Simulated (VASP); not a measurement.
# Ag (Pm-3m) in VASP: notebook

Runs on Ag. Level: PBE. Tasks: relaxation of cell and atoms.

All numbers are computed with VASP 6.6.1; they aren't measurements. Logs are shortened: lines on timing, memory, paths and dates and some standing lists are left out, and cuts for length are marked.

## 1. The cell of the first run

It takes space group Pm-3m (No. 221, cubic). Conventional cell: a = 2.106 Å, b = 2.106 Å, c = 2.106 Å, α = 90.00°, β = 90.00°, γ = 90.00°. Ag (site symmetry m-3m) has 6 Ag at 2.11 Å within 2.8 Å.

## 2. Relaxation of cell and atoms, PBE, target pressure 390 GPa, at which the enthalpy is minimised

Input file INCAR:

```
SYSTEM = Ag
PREC     = Accurate       ! precision mode
ENCUT    = 600            ! plane-wave cutoff, eV
EDIFF    = 1E-6           ! SCF threshold, eV
ISMEAR   = -1             ! smearing method
SIGMA    = 0.05           ! smearing width, eV
LREAL    = .False.        ! projectors in reciprocal space
LASPH    = .True.         ! aspherical terms in the spheres
NELM     = 100            ! most SCF steps
ALGO     = Normal         ! electronic algorithm
ISIF     = 3              ! what is computed and relaxed
LWAVE    = .False.        ! write WAVECAR
LCHARG   = .False.        ! write CHGCAR
GGA      = PE             ! functional
IBRION   = 2              ! ionic algorithm
NSW      = 60             ! ionic steps
EDIFFG   = -0.005         ! ionic threshold
PSTRESS  = 3900.0
```

Input file KPOINTS:

```
Automatic mesh
0
Gamma
  18 18 18
  0 0 0
```

Input file POSCAR:

```
Ag
1.0
    2.1059986815      0.0000000000      0.0000000000
    0.0000000000      2.1059986815      0.0000000000
    0.0000000000      0.0000000000      2.1059986815
Ag
1
Direct
    0.0000000000      0.0000000000      0.0000000000
```

Potentials or basis: VASP PAW PBE potentials, release 64 (Ag).

Command:

```console
$ cat potpaw_PBE.64/Ag/POTCAR > POTCAR
$ mpirun -np 1 vasp_std > vasp.out
```

OUTCAR:

```text
SYSTEM = Ag
   PREC = Accurate
   ENCUT = 600
   EDIFF = 1E-6
   ISMEAR = -1
   LREAL = .False.
   LASPH = .True.
   NELM = 100
   ISIF = 3
   GGA = PE
   IBRION = 2
   NSW = 60
   EDIFFG = -0.005
   PSTRESS = 3900.0

 ion  position               nearest neighbor table
   1  0.000  0.000  0.000-

  LATTYP: Found a simple cubic cell.
 ALAT       =     2.1059986815

  Lattice vectors:

 A1 = (   2.1059986815,   0.0000000000,   0.0000000000)
 A2 = (   0.0000000000,   2.1059986815,   0.0000000000)
 A3 = (   0.0000000000,   0.0000000000,   2.1059986815)

Analysis of symmetry for initial positions (statically):
=====================================================================
 Subroutine PRICEL returns:
 Original cell was already a primitive cell.

 Routine SETGRP: Setting up the symmetry group for a
 simple cubic supercell.

 Subroutine GETGRP returns: Found 48 space group operations
 (whereof 48 operations were pure point group operations)
 out of a pool of 48 trial point group operations.

The static configuration has the point symmetry O_h .

Analysis of symmetry for dynamics (positions and initial velocities):
=====================================================================
 Subroutine PRICEL returns:
 Original cell was already a primitive cell.

 Routine SETGRP: Setting up the symmetry group for a
 simple cubic supercell.

 Subroutine GETGRP returns: Found 48 space group operations
 (whereof 48 operations were pure point group operations)
 out of a pool of 48 trial point group operations.

The dynamic configuration has the point symmetry O_h .

 Subroutine INISYM returns: Found 48 space group operations
 (whereof 48 operations are pure point group operations),
 and found     1 'primitive' translations

----------------------------------------------------------------------------------------

                                     Primitive cell

  volume of cell :       9.3406

  direct lattice vectors                    reciprocal lattice vectors
     2.105998682  0.000000000  0.000000000     0.474834105  0.000000000  0.000000000
     0.000000000  2.105998682  0.000000000     0.000000000  0.474834105  0.000000000
     0.000000000  0.000000000  2.105998682     0.000000000  0.000000000  0.474834105

  length of vectors
     2.105998682  2.105998682  2.105998682     0.474834105  0.474834105  0.474834105

  position of ions in fractional coordinates (direct lattice)
     0.000000000  0.000000000  0.000000000
[... 92 lines left out ...]
   EFERMI_NEDOS =   21; number of points for ismear=-14 and -15
   IALGO  =     38    algorithm
   IMIX   =      4    mixing-type and parameters
     AMIX     =   0.40;   BMIX     =  1.00
     AMIX_MAG =   1.60;   BMIX_MAG =  1.00
  volume/ion in A,a.u.               =       9.34        63.03
  Fermi-wavevector in a.u.,A,eV,Ry     =   1.728811  3.266980 40.664944  2.988789
  Thomas-Fermi vector in A             =   2.803675
   LORBIT       =      0    0 simple, 1 ext, 2 COOP (PROOUT), +10 PAW based schemes
   GGA     = PE    functional components
   LHFCALC =     F    Hartree Fock is set to
   AEXX    =    0.0000 exact exchange contribution
   IVDW    =     0    specifies the selected vdW correction
   LEPSILON=     F    determine dielectric tensor
   LRPA    =     F    only Hartree local field effects (RPA)
 conjugate gradient relaxation of ions
 non-spin polarized calculation
  energy-cutoff  :      600.00
  volume of cell :        9.34
 maximum number of plane-waves:       322
 NGX is ok and might be reduce to    18
   NGX =  9   NGY =  9   NGZ =  9

--------------------------------------- Ionic step        1  -------------------------------------------

 number of electron      11.0000007 magnetization

 Free energy of the ion-electron system (eV)
  ---------------------------------------------------
  ext. energy  EPLUGINS =         0.00000000
  ---------------------------------------------------
  free energy    TOTEN  =         5.08589237 eV

  energy without entropy =        5.08707251  energy(sigma->0) =        5.08648244

------------------------ aborting loop because EDIFF is reached ----------------------------------------

  FORCE on cell =-STRESS in cart. coord.  units (eV):
  Direction    XX          YY          ZZ          XY          YZ          ZX
  --------------------------------------------------------------------------------------
  -------------------------------------------------------------------------------------
  Total       27.5335698     27.5335698     27.5335698      0.0000000      0.0000000      0.0000000
  in kB     4722.7920103   4722.7920103   4722.7920103      0.0000000      0.0000000      0.0000000
  external PRESSURE =     822.7920103 kB  Pullay stress =    3900.0000000 kB
[... 24 lines left out ...]
--------------------------------------- Ionic step        2  -------------------------------------------

 number of electron      10.9999995 magnetization

 E-fermi :   8.0197     XC(G=0): -11.9755

 val. band max:        7.9259131686   @ k =   0.3333   0.2778   0.2222
 cond. band min:       8.0544503411   @ k =   0.3889   0.2778   0.1111
 fundamental gap:      0.1285371725
 Fermi energy:         8.0197365858

 k-point     1 :       0.0000    0.0000    0.0000
  band No.  band energies     occupation
      1       0.5918      2.00000
      2       1.4103      2.00000
      3       1.4103      2.00000
      4       5.2920      2.00000
      5       5.2920      2.00000
      6       5.2920      2.00000
      7      23.2914      0.00000
      8      23.2914      0.00000
      9      23.2914      0.00000
[... 345 lines left out ...]
  energy  without entropy=        3.2907891371  energy(sigma->0) =        3.29028834

  enthalpy is  TOTEN    =        27.7259403259 eV   P V=       24.4361527876

[... ionic steps 4 to 18 ...]

--------------------------------------- Ionic step       19  -------------------------------------------

 number of electron      10.9999996 magnetization

------------------------ aborting loop because EDIFF is reached ----------------------------------------
[... 69 lines left out ...]
--------------------------------------- Ionic step       21  -------------------------------------------

 number of electron      10.9999996 magnetization

 Free energy of the ion-electron system (eV)
  ---------------------------------------------------
  ext. energy  EPLUGINS =         0.00000000
  ---------------------------------------------------
  free energy    TOTEN  =         3.79816149 eV

  energy without entropy =        3.79914939  energy(sigma->0) =        3.79865544

 E-fermi :  19.3419     XC(G=0): -15.6959

 val. band max:       19.2972061302   @ k =   0.4444   0.1667   0.1111
 cond. band min:      19.4153566795   @ k =   0.2778   0.2778   0.2778
 fundamental gap:      0.1181505494
 Fermi energy:        19.3419243777

 k-point     1 :       0.0000    0.0000    0.0000
  band No.  band energies     occupation
      1       6.5777      2.00000
      2       6.8299      2.00000
      3       6.8299      2.00000
      4      16.4088      2.00000
      5      16.4088      2.00000
      6      16.4088      2.00000
      7      38.4805      0.00000
      8      38.4805      0.00000
      9      38.4805      0.00000
[... 308 lines left out ...]
  energy  without entropy=        3.7991493877  energy(sigma->0) =        3.79865544

  enthalpy is  TOTEN    =        27.7036749795 eV   P V=       23.9055134860

 reached required accuracy - stopping structural energy minimisation
```

OSZICAR:

```text
N       E                     dE             d eps       ncg     rms          rms(c)
DAV:   1     0.556587184358E+02    0.55659E+02   -0.69051E+03  3984   0.137E+03
DAV:   2     0.511334334651E+01   -0.50545E+02   -0.49252E+02  4292   0.251E+02
DAV:   3     0.470686050281E+01   -0.40648E+00   -0.40598E+00  4468   0.249E+01
[... 106 lines left out ...]
DAV:   1     0.379759183935E+01    0.20884E-02   -0.15059E-05  3853   0.528E-02    0.104E-02
DAV:   2     0.379759243424E+01    0.59489E-06   -0.14966E-06  1980   0.156E-02
  20 F= 0.27703675E+02 E0= 0.27704169E+02  d E =-.523035E-06
       N       E                     dE             d eps       ncg     rms          rms(c)
DAV:   1     0.379816150658E+01    0.56967E-03   -0.43129E-07  1980   0.943E-03    0.475E-03
DAV:   2     0.379816149352E+01   -0.13062E-07   -0.10248E-07  1980   0.382E-03
  21 F= 0.27703675E+02 E0= 0.27704169E+02  d E =-.658010E-06
```

CONTCAR:

```text
Ag
   1.00000000000000
     2.1414832607961864    0.0000000000000001    0.0000000000000001
     0.0000000000000000    2.1414832607961860    0.0000000000000002
    -0.0000000000000001    0.0000000000000001    2.1414832607961860
  Ag
     1
Direct
     0.0000000000000000    0.0000000000000000    0.0000000000000000

  0.00000000E+00  0.00000000E+00  0.00000000E+00
```

Run time: 62 s. Hardware: 1 thread of Intel Xeon Platinum 8488C (Sapphire Rapids), shared host; peak memory 0.14 GiB.

What came out:

* Free energy: 3.7982 eV
* Relaxed volume: 9.82 Å³/atom
* Relaxed cell: a = 2.141 Å, b = 2.141 Å, c = 2.141 Å, α = 90.00°, β = 90.00°, γ = 90.00°
* Space group after relaxing (to 0.05 Å): Pm-3m (No. 221)
* Energy change on relaxing (the enthalpy is what falls): -1287.7 meV/atom
* Ionic steps: 21
* Pressure after relaxing: 390.0 GPa

Step by step:
```
step  energy change (eV)  largest force (eV/Å)  pressure (GPa)  volume (Å³)
   1              0.0000                0.0000          472.28         9.34
   2             -7.3002                0.0000           18.79        17.44
   3             -1.7961                0.0000          357.85        10.04
   4             -1.3073                0.0000          388.77         9.83
   5             -1.2831                0.0000          390.27         9.82
   6             -1.2833                0.0000          390.29         9.82
   7             -1.2838                0.0000          390.27         9.82
   8             -1.2838                0.0000          390.26         9.82
   9             -1.2838                0.0000          390.26         9.82
  10             -1.2838                0.0000          390.26         9.82
  11             -1.2838                0.0000          390.26         9.82
  12             -1.2838                0.0000          390.26         9.82
  13             -1.2839                0.0000          390.25         9.82
  14             -1.2840                0.0000          390.25         9.82
  15             -1.2842                0.0000          390.24         9.82
  16             -1.2846                0.0000          390.22         9.82
  17             -1.2854                0.0000          390.18         9.82
  18             -1.2871                0.0000          390.10         9.82
  19             -1.2904                0.0000          389.82         9.82
  20             -1.2883                0.0000          389.91         9.82
  21             -1.2877                0.0000          390.00         9.82
```

Final structure:
```cif
data_structure
_symmetry_space_group_name_H-M 'P 1'
_symmetry_Int_Tables_number 1
_cell_length_a 2.1415
_cell_length_b 2.1415
_cell_length_c 2.1415
_cell_angle_alpha 90.000
_cell_angle_beta 90.000
_cell_angle_gamma 90.000
_cell_volume 9.82
loop_
_atom_site_label
_atom_site_type_symbol
_atom_site_fract_x
_atom_site_fract_y
_atom_site_fract_z
_atom_site_occupancy
Ag1 Ag 0.00000 0.00000 0.00000 1
```

Caveat: the cell is relaxed towards a set pressure, so the enthalpy falls and the energy may rise.

[end of part 1 of 2]
